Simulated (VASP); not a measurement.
# Ti3Al (P-6m2) in VASP: a series of runs

Runs on Ti3Al. Level: LDA. Tasks: single point.

Everything below comes from runs of VASP 6.6.1. Logs are shortened: lines on timing, memory, paths and dates and some standing lists are left out, and cuts for length are marked.

**1. The cell of the first run**

Symmetry: P-6m2, No. 187, hexagonal system. Conventional cell: a = 2.928 Å, b = 2.928 Å, c = 9.226 Å, α = 90.00°, β = 90.00°, γ = 120.00°. Within 3.8 Å of Ti (site symmetry -6m2) lie 12 Ti at 2.86 to 2.93 Å. Ti (site symmetry 3m) has 9 Ti at 2.86 to 2.93 Å and 3 Al at 2.86 Å within 3.8 Å. Within 3.8 Å of Al (site symmetry -6m2) lie 6 Ti at 2.86 Å and 6 Al at 2.93 Å.

**2. Single point, LDA**

File INCAR:

```
SYSTEM = Ti3Al
PREC = Accurate
ENCUT = 520
EDIFF = 1E-6
ISMEAR = 1
SIGMA = 0.1
LREAL = .False.
LASPH = .True.
NELM = 100
ALGO = Normal
ISIF = 2
LWAVE = .False.
LCHARG = .False.
GGA = CA
NBANDS = 28
```

File KPOINTS:

```
Automatic mesh
0
Gamma
  9 9 3
  0 0 0
```

File POSCAR:

```
Ti3Al
1.0
    2.9275420000      0.0000000000      0.0000000000
   -1.4637710000      2.5353260000      0.0000000000
    0.0000000000      0.0000000000      9.2263620000
Ti Al
3 1
Direct
    0.6666666667      0.3333333333      0.0000000000
    0.3333333333      0.6666666667      0.7505940000
    0.3333333333      0.6666666667      0.2494060000
    0.6666666667      0.3333333333      0.5000000000
```

Potentials or basis: VASP PAW LDA potentials, release 64 (Ti_sv, Al).

Command:

```bash
$ cat potpaw_LDA.64/Ti_sv/POTCAR potpaw_LDA.64/Al/POTCAR > POTCAR
$ mpirun -np 1 vasp_std > vasp.out
```

OUTCAR:

```text
SYSTEM = Ti3Al
   PREC = Accurate
   ENCUT = 520
   EDIFF = 1E-6
   ISMEAR = 1
   LREAL = .False.
   LASPH = .True.
   NELM = 100
   ISIF = 2
   GGA = CA

 ion  position               nearest neighbor table
   1  0.667  0.333  0.000-   2 2.86   3 2.86   2 2.86   3 2.86   2 2.86   3 2.86
   2  0.333  0.667  0.751-   1 2.86   1 2.86   1 2.86   4 2.86   4 2.86   4 2.86
   3  0.333  0.667  0.249-   1 2.86   1 2.86   1 2.86   4 2.86   4 2.86   4 2.86
   4  0.667  0.333  0.500-   2 2.86   3 2.86   2 2.86   3 2.86   2 2.86   3 2.86

  LATTYP: Found a hexagonal cell.
 ALAT       =     2.9275420000
 C/A-ratio  =     3.1515728895

  Lattice vectors:

 A1 = (   2.9275420000,   0.0000000000,   0.0000000000)
 A2 = (  -1.4637710000,   2.5353260000,   0.0000000000)
 A3 = (   0.0000000000,   0.0000000000,   9.2263620000)

Analysis of symmetry for initial positions (statically):
=====================================================================
 Subroutine PRICEL returns:
 Original cell was already a primitive cell.

 Routine SETGRP: Setting up the symmetry group for a
 hexagonal supercell.

 Subroutine GETGRP returns: Found 12 space group operations
 (whereof 12 operations were pure point group operations)
 out of a pool of 24 trial point group operations.

The static configuration has the point symmetry D_3h.

Analysis of symmetry for dynamics (positions and initial velocities):
=====================================================================
 Subroutine PRICEL returns:
 Original cell was already a primitive cell.

 Routine SETGRP: Setting up the symmetry group for a
 hexagonal supercell.

 Subroutine GETGRP returns: Found 12 space group operations
 (whereof 12 operations were pure point group operations)
 out of a pool of 24 trial point group operations.

The dynamic configuration has the point symmetry D_3h.

 Subroutine INISYM returns: Found 12 space group operations
 (whereof 12 operations are pure point group operations),
 and found     1 'primitive' translations

----------------------------------------------------------------------------------------

                                     Primitive cell

  volume of cell :      68.4806

  direct lattice vectors                    reciprocal lattice vectors
     2.927542000  0.000000000  0.000000000     0.341583485  0.197213297  0.000000000
    -1.463771000  2.535326000  0.000000000     0.000000000  0.394426594  0.000000000
     0.000000000  0.000000000  9.226362000     0.000000000  0.000000000  0.108385082

  length of vectors
     2.927542000  2.927542223  9.226362000     0.394426624  0.394426594  0.108385082

  position of ions in fractional coordinates (direct lattice)
     0.666666667  0.333333333  0.000000000
     0.333333333  0.666666667  0.750594000
     0.333333333  0.666666667  0.249406000
     0.666666667  0.333333333  0.500000000

  ion indices of the primitive-cell ions
   primitive index   ion index
                 1           1
                 2           2
                 3           3
                 4           4

----------------------------------------------------------------------------------------

 KPOINTS: Automatic mesh

Automatic generation of k-mesh.
 Grid dimensions read from file:
 generate k-points for:    9    9    3

 Generating k-lattice:

  Cartesian coordinates                     Fractional coordinates (reciprocal lattice)
     0.037953721  0.021912589  0.000000000     0.111111111  0.000000000  0.000000000
     0.000000000  0.043825177  0.000000000     0.000000000  0.111111111  0.000000000
     0.000000000  0.000000000  0.036128361     0.000000000  0.000000000  0.333333333

  Length of vectors
     0.043825180  0.043825177  0.036128361

  Shift w.r.t. Gamma in fractional coordinates (k-lattice)
     0.000000000  0.000000000  0.000000000

 Subroutine IBZKPT returns following result:
 ===========================================

 Found     24 irreducible k-points:

 Following reciprocal coordinates:
            Coordinates               Weight
  0.000000  0.000000  0.000000      1.000000
  0.111111 -0.000000  0.000000      6.000000
  0.222222  0.000000  0.000000      6.000000
  0.333333 -0.000000  0.000000      6.000000
  0.444444  0.000000  0.000000      6.000000
  0.111111  0.111111  0.000000      6.000000
[... 16 lines left out ...]
  0.333333  0.222222  0.333333     24.000000
  0.333333  0.333333  0.333333      4.000000
   k-points           NKPTS =     24   k-points in BZ     NKDIM =     24   number of bands    NBANDS=     28
   number of dos      NEDOS =    301   number of ions     NIONS =      4
   total plane-waves  NPLWV =  40320
   dimension x,y,z NGX =    24 NGY =   24 NGZ =   70
   dimension x,y,z NGXF=    48 NGYF=   48 NGZF=  140
   ions per type =               3   1
   NGX,Y,Z   is equivalent  to a cutoff of  13.63, 13.63, 12.61 a.u.
   NGXF,Y,Z  is equivalent  to a cutoff of  27.26, 27.26, 25.23 a.u.
 SYSTEM =  Ti3Al
   PREC   = accura    normal or accurate (medium, high low for compatibility)
   ISTART =      0    job   : 0-new  1-cont  2-samecut
   ICHARG =      2    charge: 1-file 2-atom 10-const
   ISPIN  =      1    spin polarized calculation?
   LNONCOLLINEAR =      F non collinear calculations
   LSORBIT =      F    spin-orbit coupling
   LASPH  =      T    aspherical Exc in radial PAW
   ENCUT  =  520.0 eV  38.22 Ry    6.18 a.u.   5.44  5.44 17.15*2*pi/ulx,y,z
   NELM   =    100;   NELMIN=  2; NELMDL= -5     # of ELM steps
   EDIFF  = 0.1E-05   stopping-criterion for ELM
   LREAL  =      F    real-space projection
   EDIFFG = 0.1E-04   stopping-criterion for IOM
   NSW    =      0    number of steps for IOM
   IBRION =     -1    ionic relax: 0-MD 1-quasi-New 2-CG
   NFREE  =      0    steps in history (QN), initial steepest desc. (CG)
   ISIF   =      2    stress and relaxation
   ISYM   =      2    0-nonsym 1-usesym 2-fastsym
   POTIM  = 0.5000    time-step for ionic-motion
   TEBEG  =    0.0;   TEEND  =   0.0 temperature during run
   PSTRESS=    0.0 pullay stress
   NELECT =      39.0000    total number of electrons
   NUPDOWN=      -1.0000    fix difference up-down
   EMIN   =  10.00;   EMAX   =-10.00  energy-range for DOS
   EFERMI =   0.00;   METHOD = LEGACY
   ISMEAR =     1;   SIGMA  =   0.10  broadening in eV -4-tet -1-fermi 0-gaus
   EFERMI_NEDOS =   21; number of points for ismear=-14 and -15
   IALGO  =     38    algorithm
   IMIX   =      4    mixing-type and parameters
     AMIX     =   0.40;   BMIX     =  1.00
     AMIX_MAG =   1.60;   BMIX_MAG =  1.00
  volume/ion in A,a.u.               =      17.12       115.53
  Fermi-wavevector in a.u.,A,eV,Ry     =   1.356981  2.564323 25.053747  1.841398
  Thomas-Fermi vector in A             =   2.483939
   LORBIT       =      0    0 simple, 1 ext, 2 COOP (PROOUT), +10 PAW based schemes
   GGA     = CA    functional components
   LHFCALC =     F    Hartree Fock is set to
   AEXX    =    0.0000 exact exchange contribution
   IVDW    =     0    specifies the selected vdW correction
   LEPSILON=     F    determine dielectric tensor
   LRPA    =     F    only Hartree local field effects (RPA)
 non-spin polarized calculation
 Methfessel and Paxton  Order N= 1 SIGMA  =   0.10
  energy-cutoff  :      520.00
  volume of cell :       68.48
 maximum number of plane-waves:      1907
 NGX is ok and might be reduce to    24
   NGX = 11   NGY = 11   NGZ = 35

 number of electron      38.9999989 magnetization

 Free energy of the ion-electron system (eV)
  ---------------------------------------------------
  ext. energy  EPLUGINS =         0.00000000
  ---------------------------------------------------
  free energy    TOTEN  =       -30.22632236 eV

  energy without entropy =      -30.22609176  energy(sigma->0) =      -30.22624549

 E-fermi :   7.7538     XC(G=0): -11.4476

 val. band max:        7.7462347003   @ k =   0.3333   0.2222   0.0000
 cond. band min:       7.7593017708   @ k =   0.3333   0.2222   0.3333
 fundamental gap:      0.0130670705
 Fermi energy:         7.7537966333

 k-point     1 :       0.0000    0.0000    0.0000
  band No.  band energies     occupation
      1     -48.2812      2.00000
      2     -48.2354      2.00000
      3     -48.1671      2.00000
      4     -25.1850      2.00000
      5     -24.9369      2.00000
      6     -24.6304      2.00000
[... 20 lines left out ...]
     27       9.8010      0.00000
     28      10.4125      0.00000

 k-point     2 :       0.1111   -0.0000    0.0000
  band No.  band energies     occupation
      1     -48.2691      2.00000
      2     -48.2262      2.00000
      3     -48.1609      2.00000
      4     -25.1642      2.00000
      5     -24.9377      2.00000
      6     -24.6719      2.00000
[... 20 lines left out ...]
     27       9.6976     -0.00000
     28      10.3233      0.00000

 k-point     3 :       0.2222    0.0000    0.0000
  band No.  band energies     occupation
      1     -48.2377      2.00000
      2     -48.2031      2.00000
      3     -48.1460      2.00000
      4     -25.1125      2.00000
      5     -24.9615      2.00000
      6     -24.7978      2.00000
[... 20 lines left out ...]
     27       9.7808      0.00000
     28      10.3409      0.00000

 k-point     4 :       0.3333   -0.0000    0.0000
  band No.  band energies     occupation
      1     -48.1995      2.00000
      2     -48.1766      2.00000
      3     -48.1313      2.00000
      4     -25.0810      2.00000
      5     -25.0517      2.00000
      6     -24.9295      2.00000
[... 578 lines left out ...]
     27      10.9193      0.00000
     28      11.1150      0.00000

 k-point    23 :       0.3333    0.2222    0.3333
  band No.  band energies     occupation
      1     -48.1573      2.00000
      2     -48.1516      2.00000
      3     -48.1235      2.00000
      4     -25.0798      2.00000
      5     -25.0675      2.00000
      6     -24.9879      2.00000
[... 20 lines left out ...]
     27      10.7763      0.00000
     28      11.1224      0.00000

 k-point    24 :       0.3333    0.3333    0.3333
  band No.  band energies     occupation
      1     -48.1470      2.00000
      2     -48.1469      2.00000
      3     -48.1245      2.00000
      4     -25.0399      2.00000
      5     -25.0283      2.00000
      6     -24.9902      2.00000
[... 20 lines left out ...]
     27      10.8583      0.00000
     28      11.0024      0.00000

------------------------ aborting loop because EDIFF is reached ----------------------------------------

  FORCE on cell =-STRESS in cart. coord.  units (eV):
  Direction    XX          YY          ZZ          XY          YZ          ZX
  --------------------------------------------------------------------------------------
  -------------------------------------------------------------------------------------
  Total       -2.9647496     -2.9647502     -3.1339958      0.0000000      0.0000000      0.0000000
  in kB      -69.3635275    -69.3635415    -73.3232250      0.0000000      0.0000000      0.0000000
  external PRESSURE =     -70.6834313 kB  Pullay stress =       0.0000000 kB

 VOLUME and BASIS-vectors are now :
 -----------------------------------------------------------------------------
  energy-cutoff  :      520.00
  volume of cell :       68.48
      direct lattice vectors                 reciprocal lattice vectors
     2.927542000  0.000000000  0.000000000     0.341583485  0.197213297  0.000000000
    -1.463771000  2.535326000  0.000000000     0.000000000  0.394426594  0.000000000
     0.000000000  0.000000000  9.226362000     0.000000000  0.000000000  0.108385082

 POSITION                                       TOTAL-FORCE (eV/Angst)
 -----------------------------------------------------------------------------------
      1.46377      0.84511      0.00000         0.000000     -0.000000      0.000000
     -0.00000      1.69022      6.92525         0.000000     -0.000000      0.164744
     -0.00000      1.69022      2.30111         0.000000      0.000000     -0.164744
      1.46377      0.84511      4.61318        -0.000000     -0.000000      0.000000
 -----------------------------------------------------------------------------------
    total drift:                                0.000000      0.000000      0.000000

  FREE ENERGIE OF THE ION-ELECTRON SYSTEM (eV)
  ---------------------------------------------------
  free  energy   TOTEN  =       -30.2263223646 eV

  energy  without entropy=      -30.2260917555  energy(sigma->0) =      -30.22624549
```

It took 2 min on 1 thread of AMD EPYC 7R13, shared host; peak memory 0.15 GiB.

What came out:

```
Free energy   : -30.2263 eV
Pressure      : -7.1 GPa
Largest force : 0.165 eV/Å
```

Forces on the atoms (eV/Å):
```
Ti   0.000  0.000  0.000
Ti   0.000  0.000  0.165
Ti   0.000  0.000 -0.165
Al   0.000  0.000  0.000
```

Levels at points of the mesh, in eV from the Fermi level:
| k point | band 18 | band 19 | band 20 | band 21 | band 22 | band 23 |
| --- | --- | --- | --- | --- | --- | --- |
| (0.00, 0.00, 0.00) | 0.52 | 0.72 | 0.80 | 0.80 | 0.88 | 0.88 |

[end of part 1 of 2]
